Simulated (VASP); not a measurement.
# P2Pt3 (P-3m1) in VASP: notebook, part 2 of 2

VASP 6.6.1.

## (3) Single point, PBE

This run uses another cell than the first one, of 16.14 Å³/atom.

INCAR

```
PREC = Accurate
ENCUT = 520
EDIFF = 1E-6
ISMEAR = 0
SIGMA = 0.1
LREAL = F
LASPH = T
NELM = 80
ALGO = Normal
ISIF = 2
LWAVE = F
LCHARG = T
GGA = PE
LELF = T
LVHAR = T
NBANDS = 28
```

KPOINTS

```
regular mesh
0
Gamma
  6 6 4
```

POSCAR

```
P2Pt3
1.0
    3.9949491557      0.0000000000      0.0000000000
   -1.9974745778      3.4597274556      0.0000000000
    0.0000000000      0.0000000000      5.8374433622
P Pt
2 3
Direct
    0.3333333333      0.6666666667      0.7722445548
    0.6666666667      0.3333333333      0.2277554452
    0.0000000000      0.0000000000      0.0000000000
    0.6666666667      0.3333333333      0.6476456811
    0.3333333333      0.6666666667      0.3523543189
```

Potentials or basis: VASP PAW PBE potentials, release 64 (P, Pt).

Launch:

```bash
$ cat potpaw_PBE.64/P/POTCAR potpaw_PBE.64/Pt/POTCAR > POTCAR
$ mpirun -np 1 vasp_std > vasp.out
```

OUTCAR:

```text
PREC = Accurate
   ENCUT = 520
   EDIFF = 1E-6
   ISMEAR = 0
   LREAL = F
   LASPH = T
   NELM = 80
   ISIF = 2
   GGA = PE

 ion  position               nearest neighbor table
   1  0.333  0.667  0.772-   4 2.42   4 2.42   4 2.42   5 2.45   3 2.66   3 2.66   3 2.66
   2  0.667  0.333  0.228-   5 2.42   5 2.42   5 2.42   4 2.45   3 2.66   3 2.66   3 2.66
   3  0.000  0.000  0.000-   1 2.66   2 2.66   1 2.66   2 2.66   2 2.66   1 2.66   4 3.09   5 3.09
                             4 3.09   5 3.09   4 3.09   5 3.09
   4  0.667  0.333  0.648-   1 2.42   1 2.42   1 2.42   2 2.45   5 2.88   5 2.88   5 2.88   3 3.09
                             3 3.09   3 3.09
   5  0.333  0.667  0.352-   2 2.42   2 2.42   2 2.42   1 2.45   4 2.88   4 2.88   4 2.88   3 3.09
                             3 3.09   3 3.09

  LATTYP: Found a hexagonal cell.
 ALAT       =     3.9949491557
 C/A-ratio  =     1.4612059214

  Lattice vectors:

 A1 = (   3.9949491557,   0.0000000000,   0.0000000000)
 A2 = (  -1.9974745778,   3.4597274556,   0.0000000000)
 A3 = (   0.0000000000,   0.0000000000,   5.8374433622)

Analysis of symmetry for initial positions (statically):
[... 182 lines left out ...]
 cond. band min:       9.8154995679   @ k =  -0.1667   0.5000   0.2500
 fundamental gap:      0.0651252338
 Fermi energy:         9.7560113524

 k-point     1 :       0.0000    0.0000    0.0000
  band No.  band energies     occupation
      1      -4.0424      2.00000
      2      -2.0411      2.00000
      3       2.4471      2.00000
      4       3.3529      2.00000
      5       3.3529      2.00000
      6       3.5572      2.00000
[... 733 lines left out ...]
     27      16.6441      0.00000
     28      16.6442      0.00000

------------------------ aborting loop because EDIFF is reached ----------------------------------------

  FORCE on cell =-STRESS in cart. coord.  units (eV):
  Direction    XX          YY          ZZ          XY          YZ          ZX
  --------------------------------------------------------------------------------------
  -------------------------------------------------------------------------------------
  Total        0.0512875      0.0512875     -0.0280934      0.0000000      0.0000000     -0.0000000
  in kB        1.0184644      1.0184644     -0.5578773      0.0000000      0.0000000     -0.0000000
  external PRESSURE =       0.4930172 kB  Pullay stress =       0.0000000 kB

 VOLUME and BASIS-vectors are now :
 -----------------------------------------------------------------------------
  energy-cutoff  :      520.00
  volume of cell :       80.68
      direct lattice vectors                 reciprocal lattice vectors
     3.994949156  0.000000000  0.000000000     0.250316077  0.144520054  0.000000000
    -1.997474578  3.459727456  0.000000000     0.000000000  0.289040109  0.000000000
     0.000000000  0.000000000  5.837443362     0.000000000  0.000000000  0.171307872

 POSITION                                       TOTAL-FORCE (eV/Angst)
 -----------------------------------------------------------------------------------
     -0.00000      2.30648      4.50793        -0.000000      0.000000      0.016975
      1.99747      1.15324      1.32951         0.000000     -0.000000     -0.016975
      0.00000      0.00000      0.00000        -0.000000      0.000000      0.000000
      1.99747      1.15324      3.78059         0.000000      0.000000      0.020740
     -0.00000      2.30648      2.05685         0.000000      0.000000     -0.020740
 -----------------------------------------------------------------------------------
    total drift:                               -0.000000     -0.000000      0.000000

  FREE ENERGIE OF THE ION-ELECTRON SYSTEM (eV)
  ---------------------------------------------------
  free  energy   TOTEN  =       -29.7477002614 eV

  energy  without entropy=      -29.7291917830  energy(sigma->0) =      -29.73844602
```

OSZICAR:

```text
N       E                     dE             d eps       ncg     rms          rms(c)
DAV:   1     0.215100051582E+03    0.21510E+03   -0.19465E+04  1344   0.133E+03
DAV:   2    -0.207951932285E+02   -0.23590E+03   -0.22615E+03  1484   0.274E+02
DAV:   3    -0.308939470475E+02   -0.10099E+02   -0.99223E+01  1652   0.520E+01
DAV:   4    -0.310306258828E+02   -0.13668E+00   -0.13636E+00  1556   0.664E+00
DAV:   5    -0.310330394287E+02   -0.24135E-02   -0.24131E-02  1580   0.844E-01    0.228E+01
DAV:   6    -0.299171730097E+02    0.11159E+01   -0.56292E+00  1476   0.158E+01    0.128E+01
DAV:   7    -0.298573376129E+02    0.59835E-01   -0.12251E+00  1472   0.953E+00    0.647E+00
DAV:   8    -0.297985259146E+02    0.58812E-01   -0.95393E-01  1408   0.856E+00    0.305E+00
DAV:   9    -0.297479139148E+02    0.50612E-01   -0.22540E-01  1480   0.381E+00    0.322E-01
DAV:  10    -0.297476964405E+02    0.21747E-03   -0.73373E-03  1492   0.553E-01    0.254E-01
DAV:  11    -0.297477006029E+02   -0.41624E-05   -0.61859E-04  1592   0.154E-01    0.135E-01
DAV:  12    -0.297477000684E+02    0.53454E-06   -0.88321E-05  1556   0.780E-02    0.246E-02
DAV:  13    -0.297477002614E+02   -0.19301E-06   -0.96568E-06  1520   0.229E-02
   1 F= -.29747700E+02 E0= -.29738446E+02  d E =-.185085E-01
```

stdout:

```text
POSCAR found type information on POSCAR P Pt
 POSCAR found :  2 types and       5 ions
 scaLAPACK will be used
 LDA part: xc-table for (Slater+PW92), standard interpolation
 POSCAR, INCAR and KPOINTS ok, starting setup
 FFT: planning ... GRIDC
 FFT: planning ... GRID_SOFT
 FFT: planning ... GRID
 WAVECAR not read
 entering main loop
```

Run time: 68 s. Hardware: 1 thread of Oxide Virtual Turin-like, shared host; peak memory 0.18 GiB.

What came out:

* Free energy: -29.7477 eV
* Pressure: 0.0 GPa
* Largest force: 0.021 eV/Å
* Band gap on the k mesh: zero (bands 20 and 21 overlap by 2.28 eV)

Forces on the atoms (eV/Å):
```
P    0.000  0.000  0.017
P    0.000  0.000 -0.017
Pt   0.000  0.000  0.000
Pt   0.000  0.000  0.021
Pt   0.000  0.000 -0.021
```

Stress tensor (GPa, compression positive):
```
 0.10  0.00  0.00
 0.00  0.10  0.00
 0.00  0.00 -0.06
```

Levels at points of the mesh, in eV from the Fermi level:
| k point | band 16 | band 17 | band 18 | band 19 | band 20 | band 21 | band 22 | band 23 | band 24 | band 25 |
| --- | --- | --- | --- | --- | --- | --- | --- | --- | --- | --- |
| (0.00, 0.00, 0.00) | -2.34 | -2.34 | -2.04 | 0.17 | 1.33 | 1.73 | 1.73 | 2.71 | 2.71 | 3.09 |
| (0.50, 0.00, 0.00) | -2.51 | -2.38 | -2.19 | -1.02 | -0.81 | -0.54 | 0.87 | 2.75 | 2.82 | 3.97 |
| (0.00, 0.00, 0.50) | -2.91 | -0.99 | -0.99 | 1.59 | 1.74 | 1.74 | 2.04 | 3.36 | 3.36 | 3.60 |
| (0.50, 0.00, 0.50) | -2.60 | -2.57 | -2.26 | -0.63 | 0.67 | 0.69 | 0.80 | 1.47 | 2.70 | 4.49 |

Caveat: spin-orbit coupling is left out, which moves the levels of the heavy elements.

The gap in the log of VASP goes by the Fermi energy; the results here count the filled bands.